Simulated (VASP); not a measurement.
# MoOs (P-6m2) in VASP: single point with LDA

Aim: the single point of MoOs with LDA.

All numbers are computed with VASP 6.6.1; they aren't measurements. Logs are shortened: lines on timing, memory, paths and dates and some standing lists are left out, and cuts for length are marked.

### 1 The cell of the first run

Symmetry: P-6m2, No. 187, hexagonal system. Conventional cell: a = 2.738 Å, b = 2.738 Å, c = 4.418 Å, α = 90.00°, β = 90.00°, γ = 120.00°. Mo (site symmetry -6m2) has 6 Os at 2.72 Å and 6 Mo at 2.74 Å within 3.6 Å. Os (site symmetry -6m2) has 6 Mo at 2.72 Å and 6 Os at 2.74 Å within 3.6 Å.

### 2 Single point, LDA

The input, INCAR:

```
  PREC = Accurate
  ENCUT = 560
  EDIFF = 1E-6
  ISMEAR = 1
  SIGMA = 0.05
  LREAL = F
  LASPH = T
  NELM = 120
  ALGO = Normal
  ISIF = 2
  LWAVE = F
  LCHARG = F
  GGA = CA
  NBANDS = 22
  GGA_COMPAT = F
```

The input, KPOINTS:

```
Automatic mesh
0
Gamma
  18 18 10
```

The input, POSCAR:

```
MoOs
1.0
    2.7380046526      0.0000000000      0.0000000000
   -1.3690023263      2.3711815848      0.0000000000
    0.0000000000      0.0000000000      4.4176798151
Mo Os
1 1
Direct
    0.6666666667      0.3333333333      0.5000000000
    0.3333333333      0.6666666667      0.0000000000
```

Potentials or basis: VASP PAW LDA potentials, release 64 (Mo_sv, Os_sv_GW).

Started as:

```bash
$ cat potpaw_LDA.64/Mo_sv/POTCAR potpaw_LDA.64/Os_sv_GW/POTCAR > POTCAR
$ mpirun -np 1 vasp_std > vasp.out
```

OUTCAR:

```text
PREC = Accurate
   ENCUT = 560
   EDIFF = 1E-6
   ISMEAR = 1
   LREAL = F
   LASPH = T
   NELM = 120
   ISIF = 2
   GGA = CA

 ion  position               nearest neighbor table
   1  0.667  0.333  0.500-   2 2.72   2 2.72   2 2.72   2 2.72   2 2.72   2 2.72
   2  0.333  0.667  0.000-   1 2.72   1 2.72   1 2.72   1 2.72   1 2.72   1 2.72

  LATTYP: Found a hexagonal cell.
 ALAT       =     2.7380046526
 C/A-ratio  =     1.6134668767

  Lattice vectors:

 A1 = (   2.7380046526,   0.0000000000,   0.0000000000)
 A2 = (  -1.3690023263,   2.3711815848,   0.0000000000)
 A3 = (   0.0000000000,   0.0000000000,   4.4176798151)

Analysis of symmetry for initial positions (statically):
=====================================================================
 Subroutine PRICEL returns:
 Original cell was already a primitive cell.

 Routine SETGRP: Setting up the symmetry group for a
 hexagonal supercell.

 Subroutine GETGRP returns: Found 12 space group operations
 (whereof 12 operations were pure point group operations)
 out of a pool of 24 trial point group operations.

The static configuration has the point symmetry D_3h.

Analysis of symmetry for dynamics (positions and initial velocities):
=====================================================================
 Subroutine PRICEL returns:
 Original cell was already a primitive cell.

 Routine SETGRP: Setting up the symmetry group for a
 hexagonal supercell.

 Subroutine GETGRP returns: Found 12 space group operations
 (whereof 12 operations were pure point group operations)
 out of a pool of 24 trial point group operations.

The dynamic configuration has the point symmetry D_3h.

 Subroutine INISYM returns: Found 12 space group operations
 (whereof 12 operations are pure point group operations),
 and found     1 'primitive' translations

----------------------------------------------------------------------------------------

                                     Primitive cell

  volume of cell :      28.6809

  direct lattice vectors                    reciprocal lattice vectors
     2.738004653  0.000000000  0.000000000     0.365229474  0.210865335  0.000000000
    -1.369002326  2.371181585  0.000000000     0.000000000  0.421730671  0.000000000
     0.000000000  0.000000000  4.417679815     0.000000000  0.000000000  0.226363168
[... 78 lines left out ...]
   ISPIN  =      1    spin polarized calculation?
   LNONCOLLINEAR =      F non collinear calculations
   LSORBIT =      F    spin-orbit coupling
   LASPH  =      T    aspherical Exc in radial PAW
   ENCUT  =  560.0 eV  41.16 Ry    6.42 a.u.   5.28  5.28  8.52*2*pi/ulx,y,z
   NELM   =    120;   NELMIN=  2; NELMDL= -5     # of ELM steps
   EDIFF  = 0.1E-05   stopping-criterion for ELM
   LREAL  =      F    real-space projection
   EDIFFG = 0.1E-04   stopping-criterion for IOM
   NSW    =      0    number of steps for IOM
   IBRION =     -1    ionic relax: 0-MD 1-quasi-New 2-CG
   NFREE  =      0    steps in history (QN), initial steepest desc. (CG)
   ISIF   =      2    stress and relaxation
   ISYM   =      2    0-nonsym 1-usesym 2-fastsym
   POTIM  = 0.5000    time-step for ionic-motion
   TEBEG  =    0.0;   TEEND  =   0.0 temperature during run
   PSTRESS=    0.0 pullay stress
   NELECT =      30.0000    total number of electrons
   NUPDOWN=      -1.0000    fix difference up-down
   EMIN   =  10.00;   EMAX   =-10.00  energy-range for DOS
   EFERMI =   0.00;   METHOD = LEGACY
   ISMEAR =     1;   SIGMA  =   0.05  broadening in eV -4-tet -1-fermi 0-gaus
   EFERMI_NEDOS =   21; number of points for ismear=-14 and -15
   IALGO  =     38    algorithm
   IMIX   =      4    mixing-type and parameters
     AMIX     =   0.40;   BMIX     =  1.00
     AMIX_MAG =   1.60;   BMIX_MAG =  1.00
  volume/ion in A,a.u.               =      14.34        96.77
  Fermi-wavevector in a.u.,A,eV,Ry     =   1.661821  3.140386 37.574504  2.761648
  Thomas-Fermi vector in A             =   2.748818
   LORBIT       =      0    0 simple, 1 ext, 2 COOP (PROOUT), +10 PAW based schemes
   GGA     = CA    functional components
   LHFCALC =     F    Hartree Fock is set to
   AEXX    =    0.0000 exact exchange contribution
   IVDW    =     0    specifies the selected vdW correction
   LEPSILON=     F    determine dielectric tensor
   LRPA    =     F    only Hartree local field effects (RPA)
 non-spin polarized calculation
 Methfessel and Paxton  Order N= 1 SIGMA  =   0.05
  energy-cutoff  :      560.00
  volume of cell :       28.68
 maximum number of plane-waves:       878
 NGX is ok and might be reduce to    24
   NGX = 11   NGY = 11   NGZ = 17

 number of electron      29.9999999 magnetization

 Free energy of the ion-electron system (eV)
  ---------------------------------------------------
  ext. energy  EPLUGINS =         0.00000000
  ---------------------------------------------------
  free energy    TOTEN  =       -25.80357999 eV

  energy without entropy =      -25.80334842  energy(sigma->0) =      -25.80350280

 E-fermi :  13.0131     XC(G=0): -14.3653

 val. band max:       13.0051918197   @ k =   0.3333   0.2778   0.1000
 cond. band min:      13.0138580067   @ k =   0.3333   0.2778   0.0000
 fundamental gap:      0.0086661869
 Fermi energy:        13.0130666920

 k-point     1 :       0.0000    0.0000    0.0000
  band No.  band energies     occupation
      1     -72.4998      2.00000
      2     -47.3010      2.00000
      3     -32.1466      2.00000
      4     -31.7983      2.00000
      5     -31.7983      2.00000
      6     -21.6295      2.00000
[... 589 lines left out ...]
     21      23.7719      0.00000
     22      25.0432      0.00000

 [... further k-points ...]

------------------------ aborting loop because EDIFF is reached ----------------------------------------

  FORCE on cell =-STRESS in cart. coord.  units (eV):
  Direction    XX          YY          ZZ          XY          YZ          ZX
  --------------------------------------------------------------------------------------
  -------------------------------------------------------------------------------------
  Total        0.1355318      0.1355318      0.1354594      0.0000000      0.0000000      0.0000000
  in kB        7.5710907      7.5710907      7.5670486      0.0000000      0.0000000      0.0000000
  external PRESSURE =       7.5697433 kB  Pullay stress =       0.0000000 kB

 VOLUME and BASIS-vectors are now :
 -----------------------------------------------------------------------------
  energy-cutoff  :      560.00
  volume of cell :       28.68
      direct lattice vectors                 reciprocal lattice vectors
     2.738004653  0.000000000  0.000000000     0.365229474  0.210865335  0.000000000
    -1.369002326  2.371181585  0.000000000     0.000000000  0.421730671  0.000000000
     0.000000000  0.000000000  4.417679815     0.000000000  0.000000000  0.226363168

 POSITION                                       TOTAL-FORCE (eV/Angst)
 -----------------------------------------------------------------------------------
      1.36900      0.79039      2.20884        -0.000000      0.000000      0.000000
     -0.00000      1.58079      0.00000         0.000000      0.000000      0.000000
 -----------------------------------------------------------------------------------
    total drift:                                0.000000     -0.000000     -0.000000

  FREE ENERGIE OF THE ION-ELECTRON SYSTEM (eV)
  ---------------------------------------------------
  free  energy   TOTEN  =       -25.8035799897 eV

  energy  without entropy=      -25.8033484189  energy(sigma->0) =      -25.80350280
```

OSZICAR:

```text
N       E                     dE             d eps       ncg     rms          rms(c)
DAV:   1     0.363703846735E+03    0.36370E+03   -0.20409E+04  9768   0.155E+03
DAV:   2    -0.164179764237E+02   -0.38012E+03   -0.36794E+03 11124   0.494E+02
DAV:   3    -0.286548506062E+02   -0.12237E+02   -0.12103E+02 11628   0.917E+01
DAV:   4    -0.287300908749E+02   -0.75240E-01   -0.75215E-01 10680   0.792E+00
DAV:   5    -0.287306270147E+02   -0.53614E-03   -0.53613E-03 11768   0.628E-01    0.781E+01
DAV:   6    -0.286493540234E+02    0.81273E-01   -0.20916E+01 11408   0.263E+01    0.508E+01
DAV:   7    -0.289777629082E+02   -0.32841E+00   -0.28463E+01 11412   0.312E+01    0.263E+01
DAV:   8    -0.259186310842E+02    0.30591E+01   -0.13334E+01 11364   0.206E+01    0.759E+00
DAV:   9    -0.258075725468E+02    0.11106E+00   -0.68877E-01 11178   0.552E+00    0.327E+00
DAV:  10    -0.258046681949E+02    0.29044E-02   -0.28945E-02 11490   0.125E+00    0.373E-01
DAV:  11    -0.258037113940E+02    0.95680E-03   -0.19604E-03 11238   0.337E-01    0.124E-01
DAV:  12    -0.258036001115E+02    0.11128E-03   -0.53151E-04 11478   0.187E-01    0.572E-02
DAV:  13    -0.258035838784E+02    0.16233E-04   -0.84356E-05 11400   0.619E-02    0.292E-02
DAV:  14    -0.258035802824E+02    0.35960E-05   -0.12813E-05  9606   0.265E-02    0.879E-03
DAV:  15    -0.258035799897E+02    0.29270E-06   -0.98234E-07  6630   0.640E-03
   1 F= -.25803580E+02 E0= -.25803503E+02  d E =-.231571E-03
```

stdout:

```text
POSCAR found type information on POSCAR MoOs
 POSCAR found :  2 types and       2 ions
 scaLAPACK will be used
 LDA part: xc-table for (Slater(with rela. corr.)+CA(PZ))
 , standard interpolation
 POSCAR, INCAR and KPOINTS ok, starting setup
 FFT: planning ... GRIDC
 FFT: planning ... GRID_SOFT
 FFT: planning ... GRID
 WAVECAR not read
 entering main loop
```

Run time: 1.7 min. Hardware: 1 thread of Intel Xeon Platinum 8259CL at 2.50GHz (Skylake/Cascade Lake), shared host; peak memory 0.28 GiB.

Results:

```
Free energy            : -25.8036 eV
Pressure               : 0.8 GPa
Band gap on the k mesh : zero (bands 15 and 16 overlap by 3.35 eV)
```

Levels at points of the mesh, in eV from the Fermi level:
| k point | band 11 | band 12 | band 13 | band 14 | band 15 | band 16 | band 17 | band 18 | band 19 | band 20 |
| --- | --- | --- | --- | --- | --- | --- | --- | --- | --- | --- |
| (0.00, 0.00, 0.00) | -2.17 | -2.17 | -1.58 | -0.37 | -0.37 | -0.18 | -0.18 | 1.29 | 3.26 | 3.26 |
| (0.50, 0.00, 0.00) | -5.04 | -2.09 | -1.28 | -1.24 | -0.56 | 2.85 | 4.10 | 4.79 | 5.75 | 7.26 |
| (0.00, 0.00, 0.50) | -2.67 | -2.41 | -2.41 | -1.77 | -1.36 | -1.36 | 1.84 | 1.84 | 2.90 | 2.90 |
| (0.50, 0.00, 0.50) | -4.37 | -3.64 | -0.45 | 0.77 | 0.95 | 1.90 | 2.96 | 4.19 | 4.79 | 5.24 |

Caveat: spin-orbit coupling is left out, which moves the levels of the heavy elements.
